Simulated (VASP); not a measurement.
# InAsS4 (F-43m) in VASP: notebook

Runs on InAsS4. Level: PBE. Tasks: single point, relaxation of cell and atoms.

Everything below comes from runs of VASP 6.6.1. Logs are shortened: lines on timing, memory, paths and dates and some standing lists are left out, and cuts for length are marked.

### Step 1. The cell of the first run

It takes space group F-43m (No. 216, cubic). The conventional cell has a = 7.785 Å, b = 7.785 Å, c = 7.785 Å, α = 90.00°, β = 90.00°, γ = 90.00°. Within 4.2 Å of In (site symmetry -43m) lie 12 S at 3.21 Å and 4 As at 3.37 Å. Within 4.3 Å of As (site symmetry -43m) lie 12 S at 3.25 Å and 4 In at 3.37 Å. Within 3.4 Å of S (site symmetry 3m) lie 6 S at 2.55 to 2.96 Å and 3 In at 3.21 Å and 3 As at 3.25 Å.

### Step 2. Single point, PBE

Input file INCAR:

```
  PREC = Accurate
  ENCUT = 520
  EDIFF = 1E-7
  ISMEAR = 0
  SIGMA = 0.1
  LREAL = F
  LASPH = T
  NELM = 80
  ALGO = Normal
  ISIF = 2
  LWAVE = F
  LCHARG = F
  GGA = PE
  NBANDS = 30
```

Input file KPOINTS:

```
Automatic mesh
0
Gamma
  4 4 4
```

Input file POSCAR:

```
InAsS4
1.0
    0.0000000000      3.8924203649      3.8924203649
    3.8924203649      0.0000000000      3.8924203649
    3.8924203649      3.8924203649      0.0000000000
In As S
1 1 4
Direct
    0.7500000000      0.7500000000      0.7500000000
    0.0000000000      0.0000000000      0.0000000000
    0.8467548636      0.3844150455      0.3844150455
    0.3844150455      0.3844150455      0.3844150455
    0.3844150455      0.3844150455      0.8467548636
    0.3844150455      0.8467548636      0.3844150455
```

Potentials or basis: VASP PAW PBE potentials, release 64 (In_d, As, S).

Command:

```console
$ cat potpaw_PBE.64/In_d/POTCAR potpaw_PBE.64/As/POTCAR potpaw_PBE.64/S/POTCAR > POTCAR
$ mpirun -np 1 vasp_std > vasp.out
```

OUTCAR:

```text
PREC = Accurate
   ENCUT = 520
   EDIFF = 1E-7
   ISMEAR = 0
   LREAL = F
   LASPH = T
   NELM = 80
   ISIF = 2
   GGA = PE

 ion  position               nearest neighbor table
   1  0.750  0.750  0.750-   3 3.21   5 3.21   6 3.21   4 3.21   4 3.21   4 3.21   3 3.21   6 3.21
                             6 3.21   3 3.21   5 3.21   5 3.21   2 3.37   2 3.37   2 3.37   2 3.37
   2  0.000  0.000  0.000-   1 3.37   1 3.37   1 3.37   1 3.37
   3  0.847  0.384  0.384-   4 2.55   5 2.55   6 2.55   1 3.21   1 3.21   1 3.21
   4  0.384  0.384  0.384-   3 2.55   5 2.55   6 2.55   1 3.21   1 3.21   1 3.21
   5  0.384  0.384  0.847-   3 2.55   4 2.55   6 2.55   1 3.21   1 3.21   1 3.21
   6  0.384  0.847  0.384-   3 2.55   4 2.55   5 2.55   1 3.21   1 3.21   1 3.21

  LATTYP: Found a face centered cubic cell.
 ALAT       =     7.7848407298

  Lattice vectors:

 A1 = (   0.0000000000,   3.8924203649,   3.8924203649)
 A2 = (   3.8924203649,   0.0000000000,   3.8924203649)
 A3 = (   3.8924203649,   3.8924203649,   0.0000000000)

Analysis of symmetry for initial positions (statically):
=====================================================================
 Subroutine PRICEL returns:
 Original cell was already a primitive cell.

 Routine SETGRP: Setting up the symmetry group for a
 face centered cubic supercell.

 Subroutine GETGRP returns: Found 24 space group operations
 (whereof 24 operations were pure point group operations)
 out of a pool of 48 trial point group operations.

The static configuration has the point symmetry T_d .

Analysis of symmetry for dynamics (positions and initial velocities):
=====================================================================
 Subroutine PRICEL returns:
 Original cell was already a primitive cell.

 Routine SETGRP: Setting up the symmetry group for a
 face centered cubic supercell.

 Subroutine GETGRP returns: Found 24 space group operations
 (whereof 24 operations were pure point group operations)
 out of a pool of 48 trial point group operations.

The dynamic configuration has the point symmetry T_d .

 Subroutine INISYM returns: Found 24 space group operations
 (whereof 24 operations are pure point group operations),
 and found     1 'primitive' translations

----------------------------------------------------------------------------------------

                                     Primitive cell

  volume of cell :     117.9476

  direct lattice vectors                    reciprocal lattice vectors
     0.000000000  3.892420365  3.892420365    -0.128454780  0.128454780  0.128454780
     3.892420365  0.000000000  3.892420365     0.128454780 -0.128454780  0.128454780
     3.892420365  3.892420365  0.000000000     0.128454780  0.128454780 -0.128454780

  length of vectors
     5.504713670  5.504713670  5.504713670     0.222490205  0.222490205  0.222490205

  position of ions in fractional coordinates (direct lattice)
     0.750000000  0.750000000  0.750000000
     0.000000000  0.000000000  0.000000000
     0.846754864  0.384415045  0.384415045
     0.384415045  0.384415045  0.384415045
     0.384415045  0.384415045  0.846754864
     0.384415045  0.846754864  0.384415045

  ion indices of the primitive-cell ions
   primitive index   ion index
                 1           1
                 2           2
                 3           3
                 4           4
                 5           5
                 6           6

----------------------------------------------------------------------------------------

 KPOINTS: Automatic mesh

Automatic generation of k-mesh.
 Grid dimensions read from file:
 generate k-points for:    4    4    4

 Generating k-lattice:

  Cartesian coordinates                     Fractional coordinates (reciprocal lattice)
    -0.032113695  0.032113695  0.032113695     0.250000000  0.000000000  0.000000000
     0.032113695 -0.032113695  0.032113695     0.000000000  0.250000000  0.000000000
     0.032113695  0.032113695 -0.032113695     0.000000000  0.000000000  0.250000000

  Length of vectors
     0.055622551  0.055622551  0.055622551

  Shift w.r.t. Gamma in fractional coordinates (k-lattice)
     0.000000000  0.000000000  0.000000000

 Subroutine IBZKPT returns following result:
 ===========================================

 Found      8 irreducible k-points:

 Following reciprocal coordinates:
            Coordinates               Weight
  0.000000  0.000000  0.000000      1.000000
  0.250000  0.000000  0.000000      8.000000
  0.500000  0.000000  0.000000      4.000000
  0.250000  0.250000  0.000000      6.000000
  0.500000  0.250000  0.000000     24.000000
 -0.250000  0.250000  0.000000     12.000000
  0.500000  0.500000  0.000000      3.000000
 -0.250000  0.500000  0.250000      6.000000
   k-points           NKPTS =      8   k-points in BZ     NKDIM =      8   number of bands    NBANDS=     30
   number of dos      NEDOS =    301   number of ions     NIONS =      6
   total plane-waves  NPLWV =  74088
   dimension x,y,z NGX =    42 NGY =   42 NGZ =   42
   dimension x,y,z NGXF=    84 NGYF=   84 NGZF=   84
   ions per type =               1   1   4
   NGX,Y,Z   is equivalent  to a cutoff of  12.68, 12.68, 12.68 a.u.
   NGXF,Y,Z  is equivalent  to a cutoff of  25.37, 25.37, 25.37 a.u.
 SYSTEM =  unknown system
   PREC   = accura    normal or accurate (medium, high low for compatibility)
   ISTART =      0    job   : 0-new  1-cont  2-samecut
   ICHARG =      2    charge: 1-file 2-atom 10-const
   ISPIN  =      1    spin polarized calculation?
   LNONCOLLINEAR =      F non collinear calculations
   LSORBIT =      F    spin-orbit coupling
   LASPH  =      T    aspherical Exc in radial PAW
   ENCUT  =  520.0 eV  38.22 Ry    6.18 a.u.  10.24 10.24 10.24*2*pi/ulx,y,z
   NELM   =     80;   NELMIN=  2; NELMDL= -5     # of ELM steps
   EDIFF  = 0.1E-06   stopping-criterion for ELM
   LREAL  =      F    real-space projection
   EDIFFG = 0.1E-05   stopping-criterion for IOM
   NSW    =      0    number of steps for IOM
   IBRION =     -1    ionic relax: 0-MD 1-quasi-New 2-CG
   NFREE  =      0    steps in history (QN), initial steepest desc. (CG)
   ISIF   =      2    stress and relaxation
   ISYM   =      2    0-nonsym 1-usesym 2-fastsym
   POTIM  = 0.5000    time-step for ionic-motion
   TEBEG  =    0.0;   TEEND  =   0.0 temperature during run
   PSTRESS=    0.0 pullay stress
   NELECT =      42.0000    total number of electrons
   NUPDOWN=      -1.0000    fix difference up-down
   EMIN   =  10.00;   EMAX   =-10.00  energy-range for DOS
   EFERMI =   0.00;   METHOD = LEGACY
   ISMEAR =     0;   SIGMA  =   0.10  broadening in eV -4-tet -1-fermi 0-gaus
   EFERMI_NEDOS =   21; number of points for ismear=-14 and -15
   IALGO  =     38    algorithm
   IMIX   =      4    mixing-type and parameters
     AMIX     =   0.40;   BMIX     =  1.00
     AMIX_MAG =   1.60;   BMIX_MAG =  1.00
  volume/ion in A,a.u.               =      19.66       132.66
  Fermi-wavevector in a.u.,A,eV,Ry     =   1.160366  2.192773 18.319543  1.346448
  Thomas-Fermi vector in A             =   2.296949
   LORBIT       =      0    0 simple, 1 ext, 2 COOP (PROOUT), +10 PAW based schemes
   GGA     = PE    functional components
   LHFCALC =     F    Hartree Fock is set to
   AEXX    =    0.0000 exact exchange contribution
   IVDW    =     0    specifies the selected vdW correction
   LEPSILON=     F    determine dielectric tensor
   LRPA    =     F    only Hartree local field effects (RPA)
 non-spin polarized calculation
 Gauss-broadening in eV      SIGMA  =   0.10
  energy-cutoff  :      520.00
  volume of cell :      117.95
 maximum number of plane-waves:      3218
 NGX is ok and might be reduce to    42
   NGX = 21   NGY = 21   NGZ = 21

 number of electron      42.0000007 magnetization

 Free energy of the ion-electron system (eV)
  ---------------------------------------------------
  ext. energy  EPLUGINS =         0.00000000
  ---------------------------------------------------
  free energy    TOTEN  =       -18.21930949 eV

  energy without entropy =      -18.18083547  energy(sigma->0) =      -18.20007248

 E-fermi :   6.4281     XC(G=0): -10.4376

 val. band max:        6.4274997248   @ k =   0.2500   0.2500   0.0000
 cond. band min:       6.4315534680   @ k =  -0.2500   0.2500   0.0000
 fundamental gap:      0.0040537432
 Fermi energy:         6.4280949256

 k-point     1 :       0.0000    0.0000    0.0000
  band No.  band energies     occupation
      1      -9.6473      2.00000
      2      -7.9471      2.00000
      3      -7.9470      2.00000
      4      -7.9470      2.00000
      5      -7.9167      2.00000
      6      -7.9167      2.00000
[... 22 lines left out ...]
     29      11.8018      0.00000
     30      13.4946      0.00000

 k-point     2 :       0.2500    0.0000    0.0000
  band No.  band energies     occupation
      1      -9.4207      2.00000
      2      -7.9446      2.00000
      3      -7.9446      2.00000
      4      -7.9402      2.00000
      5      -7.9186      2.00000
      6      -7.9186      2.00000
[... 22 lines left out ...]
     29      11.4457      0.00000
     30      14.0569      0.00000

 k-point     3 :       0.5000    0.0000    0.0000
  band No.  band energies     occupation
      1      -9.1202      2.00000
      2      -7.9459      2.00000
      3      -7.9459      2.00000
      4      -7.9169      2.00000
      5      -7.9169      2.00000
      6      -7.8962      2.00000
[... 22 lines left out ...]
     29      11.0418      0.00000
     30      13.3832      0.00000

 k-point     4 :       0.2500    0.2500    0.0000
  band No.  band energies     occupation
      1      -9.3434      2.00000
      2      -7.9671      2.00000
      3      -7.9351      2.00000
      4      -7.9351      2.00000
      5      -7.9161      2.00000
      6      -7.9141      2.00000
[... 22 lines left out ...]
     29      11.1192      0.00000
     30      14.2961      0.00000

 k-point     5 :       0.5000    0.2500    0.0000
  band No.  band energies     occupation
      1      -9.0349      2.00000
      2      -7.9769      2.00000
      3      -7.9324      2.00000
      4      -7.9319      2.00000
      5      -7.9158      2.00000
      6      -7.8692      2.00000
[... 22 lines left out ...]
     29      11.0447      0.00000
     30      13.9159      0.00000

 k-point     6 :      -0.2500    0.2500    0.0000
  band No.  band energies     occupation
      1      -9.1416      2.00000
      2      -7.9550      2.00000
      3      -7.9404      2.00000
      4      -7.9349      2.00000
      5      -7.9218      2.00000
      6      -7.8862      2.00000
[... 22 lines left out ...]
     29      11.3199      0.00000
     30      14.0204      0.00000

 k-point     7 :       0.5000    0.5000    0.0000
  band No.  band energies     occupation
      1      -8.9265      2.00000
      2      -8.0118      2.00000
      3      -7.9212      2.00000
      4      -7.9212      2.00000
      5      -7.9116      2.00000
      6      -7.8650      2.00000
[... 22 lines left out ...]
     29      10.3002      0.00000
     30      15.2268      0.00000

 k-point     8 :      -0.2500    0.5000    0.2500
  band No.  band energies     occupation
      1      -8.9202      2.00000
      2      -7.9898      2.00000
      3      -7.9354      2.00000
      4      -7.9238      2.00000
      5      -7.9197      2.00000
      6      -7.8359      2.00000
[... 22 lines left out ...]
     29      11.4674      0.00000
     30      14.0150      0.00000

------------------------ aborting loop because EDIFF is reached ----------------------------------------

  FORCE on cell =-STRESS in cart. coord.  units (eV):
  Direction    XX          YY          ZZ          XY          YZ          ZX
  --------------------------------------------------------------------------------------
  -------------------------------------------------------------------------------------
  Total        0.0315430      0.0315430      0.0315430      0.0000000     -0.0000000     -0.0000000
  in kB        0.4284741      0.4284741      0.4284741      0.0000000     -0.0000000     -0.0000000
  external PRESSURE =       0.4284741 kB  Pullay stress =       0.0000000 kB

 VOLUME and BASIS-vectors are now :
 -----------------------------------------------------------------------------
  energy-cutoff  :      520.00
  volume of cell :      117.95
      direct lattice vectors                 reciprocal lattice vectors
     0.000000000  3.892420365  3.892420365    -0.128454780  0.128454780  0.128454780
     3.892420365  0.000000000  3.892420365     0.128454780 -0.128454780  0.128454780
     3.892420365  3.892420365  0.000000000     0.128454780  0.128454780 -0.128454780

 POSITION                                       TOTAL-FORCE (eV/Angst)
 -----------------------------------------------------------------------------------
      5.83863      5.83863      5.83863         0.000000      0.000000      0.000000
      0.00000      0.00000      0.00000         0.000000      0.000000      0.000000
      2.99261      4.79223      4.79223        -0.003520      0.003520      0.003520
      2.99261      2.99261      2.99261        -0.003520     -0.003520     -0.003520
      4.79223      4.79223      2.99261         0.003520      0.003520     -0.003520
      4.79223      2.99261      4.79223         0.003520     -0.003520      0.003520
 -----------------------------------------------------------------------------------
    total drift:                               -0.000001     -0.000001     -0.000001

  FREE ENERGIE OF THE ION-ELECTRON SYSTEM (eV)
  ---------------------------------------------------
  free  energy   TOTEN  =       -18.2193094856 eV

  energy  without entropy=      -18.1808354745  energy(sigma->0) =      -18.20007248
```

Wall time 21 s (1 thread of Intel Xeon 6975P-C (Granite Rapids), shared host); peak memory 0.25 GiB.

Results:

```yaml
Free_energy: -18.2193 eV
Pressure: 0.0 GPa
Largest_force: 0.006 eV/Å
Band_gap_on_the_k_mesh: zero (band 21 reaches 7.36 eV, above the bottom of band 22 at 6.20 eV)
```

Forces in eV/Å, atoms in the order of the input:
```
In   0.000  0.000  0.000
As   0.000  0.000  0.000
S   -0.004  0.004  0.004
S   -0.004 -0.004 -0.004
S    0.004  0.004 -0.004
S    0.004 -0.004  0.004
```

Levels at points of the mesh, in eV from the Fermi level:
| k point | band 17 | band 18 | band 19 | band 20 | band 21 | band 22 | band 23 | band 24 |
| --- | --- | --- | --- | --- | --- | --- | --- | --- |
| (0.00, 0.00, 0.00) | -3.20 | -1.55 | -1.55 | -1.55 | 0.93 | 0.93 | 0.93 | 1.76 |
| (0.50, 0.00, 0.00) | -2.90 | -1.92 | -1.92 | -0.68 | 0.12 | 0.45 | 0.45 | 0.98 |
| (0.50, 0.50, 0.00) | -2.77 | -2.40 | -2.40 | -1.42 | 0.05 | 0.34 | 0.60 | 0.60 |

Caveat: spin-orbit coupling is left out, which moves the levels of the heavy elements.

### Step 3. Single point, PBE

This run uses another cell than the first one, of 21.80 Å³/atom, 1.109 times its volume.

Input file INCAR:

```
ALGO = Normal ; EDIFF = 1E-7
ENCUT = 520 ; GGA = PE
ISIF = 2 ; ISMEAR = 0
LASPH = T ; LCHARG = F
LREAL = F ; LWAVE = F
NBANDS = 30 ; NELM = 100
PREC = Accurate ; SIGMA = 0.1
```

Input file KPOINTS:

```
k-points
0
Gamma
  4 4 4
```

Input file POSCAR:

```
InAsS4
1.0
    0.0000000000      4.0290332200      4.0290332200
    4.0290332200      0.0000000000      4.0290332200
    4.0290332200      4.0290332200      0.0000000000
In As S
1 1 4
Direct
    0.7500000000      0.7500000000      0.7500000000
    0.0000000000      0.0000000000      0.0000000000
    0.8769448700      0.3743517100      0.3743517100
    0.3743517100      0.3743517100      0.3743517100
    0.3743517100      0.3743517100      0.8769448700
    0.3743517100      0.8769448700      0.3743517100
```

Potentials or basis: VASP PAW PBE potentials, release 64 (In_d, As, S).

Command:

```console
$ cat potpaw_PBE.64/In_d/POTCAR potpaw_PBE.64/As/POTCAR potpaw_PBE.64/S/POTCAR > POTCAR
$ mpirun -np 1 vasp_std > vasp.out
```

Wall time 23 s (1 thread of Intel Xeon 6975P-C (Granite Rapids), shared host); peak memory 0.26 GiB.

Results (log left out):

| Item | Value |
| --- | --- |
| Free energy | -17.8881 eV |
| Pressure | -4.9 GPa |
| Largest force | 0.062 eV/Å |
| Band gap on the k mesh | zero (band 21 reaches 5.88 eV, above the bottom of band 22 at 5.08 eV) |

Forces in eV/Å, atoms in the order of the input:
```
In   0.000  0.000  0.000
As   0.000  0.000  0.000
S    0.036 -0.036 -0.036
S    0.036  0.036  0.036
S   -0.036 -0.036  0.036
S   -0.036  0.036 -0.036
```

Levels at points of the mesh, in eV from the Fermi level:
```tsv
k point	band 17	band 18	band 19	band 20	band 21	band 22	band 23	band 24	band 25	band 26
(0.00, 0.00, 0.00)	-2.89	-1.12	-1.12	-1.12	0.81	0.81	0.81	1.64	1.64	1.64
(0.50, 0.00, 0.00)	-2.02	-1.94	-1.94	-1.11	0.00	0.56	0.56	0.85	1.77	1.77
(0.50, 0.50, 0.00)	-1.86	-1.86	-1.69	-1.68	-0.38	0.17	0.56	0.56	1.50	1.50
```

Caveat: spin-orbit coupling is left out, which moves the levels of the heavy elements.

[end of part 1 of 2]
